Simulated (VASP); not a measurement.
Al30Cu (a cell with a defect), 31 atoms in the cell. The cell holds a defect, 31 atoms: a = 8.100 Å, b = 8.100 Å, c = 8.100 Å, α = 90.00°, β = 90.00°, γ = 90.00°. 

- Program: VASP 6.6.1
- Task: single point
- Functional: PBE
- Potentials or basis: VASP PAW PBE potentials, release 64 (Al, Cu)
- Cutoff: 520 eV
- k mesh: 3 × 3 × 3
- Occupations: gaussian, width 0.15 eV
- Spin: no spin polarisation
- Dipole correction: no
- Further INCAR settings: LREAL = Auto; ALGO = Normal; EDIFF = 1e-06; NBANDS = 72

Potentials or basis: VASP PAW PBE potentials, release 64 (Al, Cu).

Launch:

```sh
$ cat potpaw_PBE.64/Al/POTCAR potpaw_PBE.64/Cu/POTCAR > POTCAR
$ mpirun -np 1 vasp_std > vasp.out
```

Hardware: 1 thread of Intel Xeon 8259CL, with other jobs on the host.

Problem. How long does it take, and how much memory?

Solution. It took 28 min on 1 thread of Intel Xeon 8259CL, on a shared host, peak memory 0.68 GiB. Counts: scf iterations 21, k points 14.
